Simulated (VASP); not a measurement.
# Mn (Im-3m) in VASP: a series of runs

Runs on Mn. Level: PBE. Tasks: single point.

All numbers are computed with VASP 6.6.1; they aren't measurements. Logs are shortened: lines on timing, memory, paths and dates and some standing lists are left out, and cuts for length are marked.

## (1) The cell of the first run

Symmetry: Im-3m, No. 229, cubic system. Conventional cell: a = 2.800 Å, b = 2.800 Å, c = 2.800 Å, α = 90.00°, β = 90.00°, γ = 90.00°. Mn (site symmetry m-3m) has 14 Mn at 2.42 to 2.80 Å within 3.2 Å.

## (2) Single point, PBE, non-collinear spin, typed start

INCAR

```
ALGO = Normal
EDIFF = 1E-6
ENCUT = 500
GGA = PE
GGA_COMPAT = F
ISIF = 2
ISMEAR = 0
LASPH = T
LCHARG = F
LMAXMIX = 4
LNONCOLLINEAR = T
LORBIT = 11
LREAL = F
LWAVE = F
MAGMOM = 0 0 1 0 0 -1
NBANDS = 38
NELM = 200
PREC = Accurate
SIGMA = 0.1
```

KPOINTS

```
k-points
0
Gamma
  4 4 4
```

POSCAR

```
Mn
1.0
    2.8000000000      0.0000000000      0.0000000000
    0.0000000000      2.8000000000      0.0000000000
    0.0000000000      0.0000000000      2.8000000000
Mn
2
Direct
    0.0000000000      0.0000000000      0.0000000000
    0.5000000000      0.5000000000      0.5000000000
```

Potentials or basis: VASP PAW PBE potentials, release 64 (Mn_pv).

Launch:

```
$ cat potpaw_PBE.64/Mn_pv/POTCAR > POTCAR
$ mpirun -np 1 vasp_ncl > vasp.out
```

OUTCAR:

```text
EDIFF = 1E-6
   ENCUT = 500
   GGA = PE
   ISIF = 2
   ISMEAR = 0
   LASPH = T
   LNONCOLLINEAR = T
   LORBIT = 11
   LREAL = F
   NELM = 200
   PREC = Accurate

 ion  position               nearest neighbor table
   1  0.000  0.000  0.000-   2 2.42   2 2.42   2 2.42   2 2.42   2 2.42   2 2.42   2 2.42   2 2.42

   2  0.500  0.500  0.500-   1 2.42   1 2.42   1 2.42   1 2.42   1 2.42   1 2.42   1 2.42   1 2.42

  LATTYP: Found a simple cubic cell.
 ALAT       =     2.8000000000

  Lattice vectors:

 A1 = (   2.8000000000,   0.0000000000,   0.0000000000)
 A2 = (   0.0000000000,   2.8000000000,   0.0000000000)
 A3 = (   0.0000000000,   0.0000000000,   2.8000000000)

Analysis of symmetry for initial positions (statically):
=====================================================================
 Subroutine PRICEL returns following result:

  LATTYP: Found a body centered cubic cell.
 ALAT       =     2.8000000000

  Lattice vectors:

 A1 = (   1.4000000000,   1.4000000000,  -1.4000000000)
 A2 = (  -1.4000000000,   1.4000000000,   1.4000000000)
 A3 = (   1.4000000000,  -1.4000000000,   1.4000000000)

   2 primitive cells build up your supercell.

 Routine SETGRP: Setting up the symmetry group for a
 simple cubic supercell.

 Subroutine GETGRP returns: Found 48 space group operations
 (whereof 48 operations were pure point group operations)
 out of a pool of 48 trial point group operations.

The static configuration has the point symmetry O_h .

Analysis of symmetry for dynamics (positions and initial velocities):
=====================================================================
 Subroutine PRICEL returns following result:

  LATTYP: Found a body centered cubic cell.
 ALAT       =     2.8000000000

  Lattice vectors:

 A1 = (   1.4000000000,   1.4000000000,  -1.4000000000)
 A2 = (  -1.4000000000,   1.4000000000,   1.4000000000)
 A3 = (   1.4000000000,  -1.4000000000,   1.4000000000)

   2 primitive cells build up your supercell.

 Routine SETGRP: Setting up the symmetry group for a
 simple cubic supercell.

 Subroutine GETGRP returns: Found 48 space group operations
 (whereof 48 operations were pure point group operations)
 out of a pool of 48 trial point group operations.

The dynamic configuration has the point symmetry O_h .

[... 131 lines left out ...]
   GGA     = PE    functional components
   LHFCALC =     F    Hartree Fock is set to
   AEXX    =    0.0000 exact exchange contribution
   IVDW    =     0    specifies the selected vdW correction
   LEPSILON=     F    determine dielectric tensor
   LRPA    =     F    only Hartree local field effects (RPA)
 Gauss-broadening in eV      SIGMA  =   0.10
  energy-cutoff  :      500.00
  volume of cell :       21.95
 maximum number of plane-waves:      1174
   NGX = 11   NGY = 11   NGZ = 11

 number of electron      25.9999965 magnetization      -0.0000000     -0.0000000     -0.0000000

 number of electron      25.9999966 magnetization       0.0000000      0.0000000      0.0000000

 number of electron      25.9999966 magnetization      -0.0000000     -0.0000000      0.0000000

 number of electron      25.9999966 magnetization      -0.0000000      0.0000000      0.0000000

 Free energy of the ion-electron system (eV)
  ---------------------------------------------------
  ext. energy  EPLUGINS =         0.00000000
  ---------------------------------------------------
  free energy    TOTEN  =       -17.62854913 eV

  energy without entropy =      -17.60156370  energy(sigma->0) =      -17.61505642

 E-fermi :  10.6629     XC(G=0): -13.8825

 val. band max:       10.6109559612   @ k =   0.2500   0.2500   0.0000
 cond. band min:      10.6665401497   @ k =   0.0000   0.2500   0.2500
 fundamental gap:      0.0555841885
 Fermi energy:        10.6629059394

 k-point     1 :       0.0000    0.0000    0.0000
  band No.  band energies     occupation
      1     -37.8534      1.00000
      2     -37.8534      1.00000
      3     -37.8534      1.00000
      4     -37.8534      1.00000
      5     -37.8534      1.00000
      6     -37.8534      1.00000
[... 727 lines left out ...]
     37      20.2834      0.00000
     38      20.2834      0.00000

------------------------ aborting loop because EDIFF is reached ----------------------------------------

  FORCE on cell =-STRESS in cart. coord.  units (eV):
  Direction    XX          YY          ZZ          XY          YZ          ZX
  --------------------------------------------------------------------------------------
  -------------------------------------------------------------------------------------
  Total       -0.7105021     -0.7105021     -0.7105346      0.0000000      0.0000000      0.0000000
  in kB      -51.8563391    -51.8563391    -51.8587106      0.0000000      0.0000000      0.0000000
  external PRESSURE =     -51.8571296 kB  Pullay stress =       0.0000000 kB

 VOLUME and BASIS-vectors are now :
 -----------------------------------------------------------------------------
  energy-cutoff  :      500.00
  volume of cell :       21.95
      direct lattice vectors                 reciprocal lattice vectors
     2.800000000  0.000000000  0.000000000     0.357142857  0.000000000  0.000000000
     0.000000000  2.800000000  0.000000000     0.000000000  0.357142857  0.000000000
     0.000000000  0.000000000  2.800000000     0.000000000  0.000000000  0.357142857

 POSITION                                       TOTAL-FORCE (eV/Angst)
 -----------------------------------------------------------------------------------
      0.00000      0.00000      0.00000         0.000000      0.000000      0.000000
      1.40000      1.40000      1.40000         0.000000      0.000000      0.000000
 -----------------------------------------------------------------------------------
    total drift:                               -0.000000      0.000000      0.000000

  FREE ENERGIE OF THE ION-ELECTRON SYSTEM (eV)
  ---------------------------------------------------
  free  energy   TOTEN  =       -17.6285491332 eV

  energy  without entropy=      -17.6015636995  energy(sigma->0) =      -17.61505642

 total charge

# of ion       s       p       d       tot
------------------------------------------
    1        0.410   6.375   5.159  11.943
    2        0.410   6.375   5.159  11.943
--------------------------------------------------
tot          0.820  12.749  10.317  23.886

 magnetization (x)

# of ion       s       p       d       tot
------------------------------------------
    1        0.000  -0.000  -0.000  -0.000
    2       -0.000  -0.000   0.000   0.000
--------------------------------------------------
tot         -0.000  -0.000   0.000   0.000

 magnetization (y)

# of ion       s       p       d       tot
------------------------------------------
    1       -0.000   0.000   0.000   0.000
    2        0.000  -0.000  -0.000  -0.000
--------------------------------------------------
tot          0.000  -0.000  -0.000  -0.000

 magnetization (z)

# of ion       s       p       d       tot
------------------------------------------
    1        0.000   0.000   0.009   0.010
    2       -0.000  -0.000  -0.009  -0.010
--------------------------------------------------
tot          0.000  -0.000  -0.000  -0.000
```

It took 30 s on 1 thread of Intel Xeon Platinum 8488C (Sapphire Rapids), shared host; peak memory 0.17 GiB.

What came out:

* Free energy: -17.6285 eV
* Pressure: -5.2 GPa
* Band gap on the k mesh: zero (band 26 reaches 11.30 eV, above the bottom of band 27 at 9.56 eV)
* Net moment: 0.00 μB per cell
* Valence electrons inside the program's atomic spheres: Mn 11.94

Levels at points of the mesh, in eV from the Fermi level:
| k point | band 22 | band 23 | band 24 | band 25 | band 26 | band 27 | band 28 | band 29 |
| --- | --- | --- | --- | --- | --- | --- | --- | --- |
| (0.00, 0.00, 0.00) | -1.59 | -1.59 | -1.59 | 0.30 | 0.30 | 0.30 | 0.30 | 1.50 |
| (0.50, 0.00, 0.00) | -1.11 | -1.11 | -1.11 | -1.10 | -1.10 | -1.10 | -1.10 | -0.12 |
| (0.00, 0.00, 0.50) | -1.11 | -1.11 | -1.11 | -1.10 | -1.10 | -1.10 | -1.10 | -0.12 |
| (0.50, 0.50, 0.00) | 0.29 | 0.29 | 0.29 | 0.50 | 0.50 | 0.50 | 0.50 | 0.59 |
| (0.00, 0.50, 0.50) | 0.29 | 0.29 | 0.29 | 0.50 | 0.50 | 0.50 | 0.50 | 0.59 |
| (0.50, 0.50, 0.50) | -2.92 | -2.92 | -2.92 | 0.64 | 0.64 | 0.64 | 0.64 | 0.65 |

Moments on the atoms (μB; x, y, z):
```
Mn   0.00  0.00  0.01
Mn   0.00  0.00 -0.01
```

Caveat: the k points lie up to 0.56 Å⁻¹ apart.

## (3) Single point, PBE, non-collinear spin, typed start

Edit INCAR of step 2 so:

```diff
@@ -14,3 +14,3 @@
 LWAVE = F
-MAGMOM = 0 0 1 0 0 -1
+MAGMOM = 0 0 2 0 0 -2
 NBANDS = 38
```

KPOINTS is that of step 2.

POSCAR is that of step 2.

Potentials or basis: VASP PAW PBE potentials, release 64 (Mn_pv).

Launch:

```
$ cat potpaw_PBE.64/Mn_pv/POTCAR > POTCAR
$ mpirun -np 1 vasp_ncl > vasp.out
```

OUTCAR:

```text
EDIFF = 1E-6
   ENCUT = 500
   GGA = PE
   ISIF = 2
   ISMEAR = 0
   LASPH = T
   LNONCOLLINEAR = T
   LORBIT = 11
   LREAL = F
   NELM = 200
   PREC = Accurate

 ion  position               nearest neighbor table
   1  0.000  0.000  0.000-   2 2.42   2 2.42   2 2.42   2 2.42   2 2.42   2 2.42   2 2.42   2 2.42

   2  0.500  0.500  0.500-   1 2.42   1 2.42   1 2.42   1 2.42   1 2.42   1 2.42   1 2.42   1 2.42

  LATTYP: Found a simple cubic cell.
 ALAT       =     2.8000000000

  Lattice vectors:

 A1 = (   2.8000000000,   0.0000000000,   0.0000000000)
 A2 = (   0.0000000000,   2.8000000000,   0.0000000000)
 A3 = (   0.0000000000,   0.0000000000,   2.8000000000)

Analysis of symmetry for initial positions (statically):
=====================================================================
 Subroutine PRICEL returns following result:

  LATTYP: Found a body centered cubic cell.
 ALAT       =     2.8000000000

  Lattice vectors:

 A1 = (   1.4000000000,   1.4000000000,  -1.4000000000)
 A2 = (  -1.4000000000,   1.4000000000,   1.4000000000)
 A3 = (   1.4000000000,  -1.4000000000,   1.4000000000)

   2 primitive cells build up your supercell.

 Routine SETGRP: Setting up the symmetry group for a
 simple cubic supercell.

 Subroutine GETGRP returns: Found 48 space group operations
 (whereof 48 operations were pure point group operations)
 out of a pool of 48 trial point group operations.

The static configuration has the point symmetry O_h .

Analysis of symmetry for dynamics (positions and initial velocities):
=====================================================================
 Subroutine PRICEL returns following result:

  LATTYP: Found a body centered cubic cell.
 ALAT       =     2.8000000000

  Lattice vectors:

[... 169 lines left out ...]
  ---------------------------------------------------
  free energy    TOTEN  =       -17.62854876 eV

  energy without entropy =      -17.60156132  energy(sigma->0) =      -17.61505504

 E-fermi :  10.6630     XC(G=0): -13.8825

 val. band max:       10.6111064482   @ k =   0.0000   0.2500   0.2500
 cond. band min:      10.6666719174   @ k =   0.0000   0.2500   0.2500
 fundamental gap:      0.0555654692
 Fermi energy:        10.6630450489

 k-point     1 :       0.0000    0.0000    0.0000
  band No.  band energies     occupation
      1     -37.8533      1.00000
      2     -37.8533      1.00000
      3     -37.8532      1.00000
      4     -37.8532      1.00000
      5     -37.8532      1.00000
      6     -37.8532      1.00000
[... 727 lines left out ...]
     37      20.2833      0.00000
     38      20.2833      0.00000

------------------------ aborting loop because EDIFF is reached ----------------------------------------

  FORCE on cell =-STRESS in cart. coord.  units (eV):
  Direction    XX          YY          ZZ          XY          YZ          ZX
  --------------------------------------------------------------------------------------
  -------------------------------------------------------------------------------------
  Total       -0.7186743     -0.7186743     -0.7186981      0.0000000      0.0000000     -0.0000000
  in kB      -52.4527933    -52.4527933    -52.4545281      0.0000000      0.0000000     -0.0000000
  external PRESSURE =     -52.4533716 kB  Pullay stress =       0.0000000 kB

 VOLUME and BASIS-vectors are now :
 -----------------------------------------------------------------------------
  energy-cutoff  :      500.00
  volume of cell :       21.95
      direct lattice vectors                 reciprocal lattice vectors
     2.800000000  0.000000000  0.000000000     0.357142857  0.000000000  0.000000000
     0.000000000  2.800000000  0.000000000     0.000000000  0.357142857  0.000000000
     0.000000000  0.000000000  2.800000000     0.000000000  0.000000000  0.357142857

 POSITION                                       TOTAL-FORCE (eV/Angst)
 -----------------------------------------------------------------------------------
      0.00000      0.00000      0.00000         0.000000      0.000000      0.000000
      1.40000      1.40000      1.40000         0.000000      0.000000      0.000000
 -----------------------------------------------------------------------------------
    total drift:                               -0.000000      0.000000     -0.000000

  FREE ENERGIE OF THE ION-ELECTRON SYSTEM (eV)
  ---------------------------------------------------
  free  energy   TOTEN  =       -17.6285487552 eV

  energy  without entropy=      -17.6015613210  energy(sigma->0) =      -17.61505504

 total charge

# of ion       s       p       d       tot
------------------------------------------
    1        0.410   6.375   5.159  11.943
    2        0.410   6.375   5.159  11.943
--------------------------------------------------
tot          0.820  12.749  10.317  23.886

 magnetization (x)

# of ion       s       p       d       tot
------------------------------------------
    1       -0.000   0.000   0.000   0.000
    2        0.000   0.000  -0.000  -0.000
--------------------------------------------------
tot          0.000   0.000   0.000   0.000

 magnetization (y)

# of ion       s       p       d       tot
------------------------------------------
    1       -0.000  -0.000   0.000   0.000
    2       -0.000  -0.000   0.000  -0.000
--------------------------------------------------
tot         -0.000  -0.000   0.000   0.000

 magnetization (z)

# of ion       s       p       d       tot
------------------------------------------
    1        0.000   0.000   0.011   0.011
    2       -0.000  -0.000  -0.011  -0.011
--------------------------------------------------
tot          0.000  -0.000  -0.000  -0.000
```

stdout:

```text
POSCAR found type information on POSCAR Mn
 POSCAR found :  1 types and       2 ions
 scaLAPACK will be used
 LDA part: xc-table for (Slater+PW92), standard interpolation
 POSCAR, INCAR and KPOINTS ok, starting setup
 FFT: planning ... GRIDC
 FFT: planning ... GRID_SOFT
 FFT: planning ... GRID
 WAVECAR not read
 entering main loop
```

Wall time 25 s (1 thread of Intel Xeon Platinum 8488C (Sapphire Rapids), shared host); peak memory 0.16 GiB.

What came out:

- Free energy: -17.6285 eV
- Pressure: -5.2 GPa
- Band gap on the k mesh: zero (band 26 reaches 11.30 eV, above the bottom of band 27 at 9.56 eV)
- Net moment: 0.00 μB per cell
- Valence electrons inside the program's atomic spheres: Mn 11.94

Moments on the atoms (μB; x, y, z):
```
Mn   0.00  0.00  0.01
Mn   0.00  0.00 -0.01
```

Caveat: the k points lie up to 0.56 Å⁻¹ apart; the starting moments collapsed, and a magnetic state may lie lower.
